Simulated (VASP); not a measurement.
# GaO (P6_3/mmc) in VASP: a series of runs, part 2 of 2

VASP 6.6.1. Earlier steps stand in the parts before.

## Step 3: Single point, PBE

This run uses another cell than the first one, of 14.05 Å³/atom.

The input, INCAR:

```
SYSTEM = GaO
  PREC = Accurate
  ENCUT = 520
  EDIFF = 1E-6
  ISMEAR = 0
  SIGMA = 0.1
  LREAL = .False.
  LASPH = .True.
  NELM = 80
  ALGO = Normal
  ISIF = 2
  LWAVE = .False.
  LCHARG = .False.
  GGA = PE
  NBANDS = 48
```

The input, KPOINTS:

```
Automatic mesh
0
Gamma
  6 6 2
  0 0 0
```

The input, POSCAR:

```
GaO
1.0
    3.1071883984      0.0000000000      0.0000000000
   -1.5535941992      2.6909040873      0.0000000000
    0.0000000000      0.0000000000     13.4386496843
Ga O
4 4
Direct
    0.3333333333      0.6666666667      0.1568904535
    0.6666666667      0.3333333333      0.6568904535
    0.3333333333      0.6666666667      0.3431095465
    0.6666666667      0.3333333333      0.8431095465
    0.3333333333      0.6666666667      0.6030633139
    0.6666666667      0.3333333333      0.1030633139
    0.3333333333      0.6666666667      0.8969366861
    0.6666666667      0.3333333333      0.3969366861
```

Potentials or basis: VASP PAW PBE potentials, release 64 (Ga_d, O).

Started as:

```sh
cat potpaw_PBE.64/Ga_d/POTCAR potpaw_PBE.64/O/POTCAR > POTCAR
mpirun -np 1 vasp_std > vasp.out
```

OUTCAR:

```text
SYSTEM = GaO
   PREC = Accurate
   ENCUT = 520
   EDIFF = 1E-6
   ISMEAR = 0
   LREAL = .False.
   LASPH = .True.
   NELM = 80
   ISIF = 2
   GGA = PE

 ion  position               nearest neighbor table
   1  0.333  0.667  0.157-   6 1.93   6 1.93   6 1.93   3 2.50
   2  0.667  0.333  0.657-   5 1.93   5 1.93   5 1.93   4 2.50
   3  0.333  0.667  0.343-   8 1.93   8 1.93   8 1.93   1 2.50
   4  0.667  0.333  0.843-   7 1.93   7 1.93   7 1.93   2 2.50
   5  0.333  0.667  0.603-   2 1.93   2 1.93   2 1.93
   6  0.667  0.333  0.103-   1 1.93   1 1.93   1 1.93
   7  0.333  0.667  0.897-   4 1.93   4 1.93   4 1.93
   8  0.667  0.333  0.397-   3 1.93   3 1.93   3 1.93

  LATTYP: Found a hexagonal cell.
 ALAT       =     3.1071883984
 C/A-ratio  =     4.3250192654

  Lattice vectors:

 A1 = (   3.1071883984,   0.0000000000,   0.0000000000)
 A2 = (  -1.5535941992,   2.6909040873,   0.0000000000)
 A3 = (   0.0000000000,   0.0000000000,  13.4386496843)

Analysis of symmetry for initial positions (statically):
[... 183 lines left out ...]

 k-point     1 :       0.0000    0.0000    0.0000
  band No.  band energies     occupation
      1     -15.8624      2.00000
      2     -15.7951      2.00000
      3     -15.7418      2.00000
      4     -15.6720      2.00000
      5     -10.8179      2.00000
      6     -10.8179      2.00000
[... 703 lines left out ...]
     47      11.9040      0.00000
     48      11.9040      0.00000

------------------------ aborting loop because EDIFF is reached ----------------------------------------

  FORCE on cell =-STRESS in cart. coord.  units (eV):
  Direction    XX          YY          ZZ          XY          YZ          ZX
  --------------------------------------------------------------------------------------
  -------------------------------------------------------------------------------------
  Total        0.5987549      0.5987549      0.3725241      0.0000000     -0.0000000      0.0000000
  in kB        8.5376480      8.5376480      5.3118222      0.0000000     -0.0000000      0.0000000
  external PRESSURE =       7.4623727 kB  Pullay stress =       0.0000000 kB

 VOLUME and BASIS-vectors are now :
 -----------------------------------------------------------------------------
  energy-cutoff  :      520.00
  volume of cell :      112.36
      direct lattice vectors                 reciprocal lattice vectors
     3.107188398  0.000000000  0.000000000     0.321834363  0.185811156  0.000000000
    -1.553594199  2.690904087  0.000000000     0.000000000  0.371622313  0.000000000
     0.000000000  0.000000000 13.438649684     0.000000000  0.000000000  0.074412238

 POSITION                                       TOTAL-FORCE (eV/Angst)
 -----------------------------------------------------------------------------------
     -0.00000      1.79394      2.10840        -0.000000     -0.000000      0.044002
      1.55359      0.89697      8.82772         0.000000      0.000000      0.044002
     -0.00000      1.79394      4.61093         0.000000     -0.000000     -0.044002
      1.55359      0.89697     11.33025         0.000000      0.000000     -0.044002
     -0.00000      1.79394      8.10436        -0.000000      0.000000     -0.049415
      1.55359      0.89697      1.38503         0.000000      0.000000     -0.049415
     -0.00000      1.79394     12.05362        -0.000000     -0.000000      0.049415
      1.55359      0.89697      5.33429        -0.000000     -0.000000      0.049415
 -----------------------------------------------------------------------------------
    total drift:                               -0.000000     -0.000000     -0.000000

  FREE ENERGIE OF THE ION-ELECTRON SYSTEM (eV)
  ---------------------------------------------------
  free  energy   TOTEN  =       -42.9502244400 eV

  energy  without entropy=      -42.9502244400  energy(sigma->0) =      -42.95022444
```

OSZICAR:

```text
N       E                     dE             d eps       ncg     rms          rms(c)
DAV:   1     0.905915164109E+03    0.90592E+03   -0.35280E+04  1560   0.280E+03
DAV:   2     0.134575936041E+03   -0.77134E+03   -0.72498E+03  1392   0.743E+02
DAV:   3    -0.357530198139E+02   -0.17033E+03   -0.16571E+03  1600   0.229E+02
DAV:   4    -0.488515495236E+02   -0.13099E+02   -0.12987E+02  1712   0.681E+01
DAV:   5    -0.492291133467E+02   -0.37756E+00   -0.37711E+00  1592   0.115E+01    0.148E+01
DAV:   6    -0.430098318323E+02    0.62193E+01   -0.24501E+01  2296   0.477E+01    0.538E+00
DAV:   7    -0.429946689550E+02    0.15163E-01   -0.28858E+00  1456   0.108E+01    0.331E+00
DAV:   8    -0.429804634602E+02    0.14205E-01   -0.75173E-01  1952   0.518E+00    0.125E+00
DAV:   9    -0.429477616733E+02    0.32702E-01   -0.14976E-01  1832   0.400E+00    0.200E-01
DAV:  10    -0.429497606220E+02   -0.19989E-02   -0.17131E-02  1488   0.838E-01    0.692E-02
DAV:  11    -0.429502525652E+02   -0.49194E-03   -0.19503E-03  1800   0.357E-01    0.642E-02
DAV:  12    -0.429502304927E+02    0.22072E-04   -0.22088E-04  1776   0.892E-02    0.303E-02
DAV:  13    -0.429502241911E+02    0.63016E-05   -0.86691E-05  1672   0.448E-02    0.504E-03
DAV:  14    -0.429502244400E+02   -0.24893E-06   -0.93843E-06  1512   0.210E-02
   1 F= -.42950224E+02 E0= -.42950224E+02  d E =-.402905E-11
```

stdout:

```text
POSCAR found type information on POSCAR GaO
 POSCAR found :  2 types and       8 ions
 scaLAPACK will be used
 LDA part: xc-table for (Slater+PW92), standard interpolation
 POSCAR, INCAR and KPOINTS ok, starting setup
 FFT: planning ... GRIDC
 FFT: planning ... GRID_SOFT
 FFT: planning ... GRID
 WAVECAR not read
 entering main loop
```

Run time: 2 min. Hardware: 1 thread of Intel Xeon 8259CL, shared host; peak memory 0.25 GiB.

Results:

```yaml
Free_energy: -42.9502 eV
Pressure: 0.7 GPa
Largest_force: 0.049 eV/Å
Band_gap_on_the_k_mesh: 1.09 eV (least direct gap 1.18 eV)
```

Forces in eV/Å, atoms in the order of the input:
```
Ga   0.000  0.000  0.044
Ga   0.000  0.000  0.044
Ga   0.000  0.000 -0.044
Ga   0.000  0.000 -0.044
O    0.000  0.000 -0.049
O    0.000  0.000 -0.049
O    0.000  0.000  0.049
O    0.000  0.000  0.049
```

Levels at points of the mesh, in eV from the valence-band top:
```tsv
k point	band 36	band 37	band 38	band 39	band 40	band 41
(0.00, 0.00, 0.00)	-2.05	-1.23	-0.09	1.09	2.05	4.39
(0.50, 0.00, 0.00)	-2.23	-0.51	-0.22	2.62	2.98	5.27
(0.00, 0.00, 0.50)	-2.07	-0.70	-0.70	1.64	1.64	4.55
(0.50, 0.00, 0.50)	-2.33	-0.36	-0.36	2.79	2.79	5.31
```

A k mesh can miss the band edges.
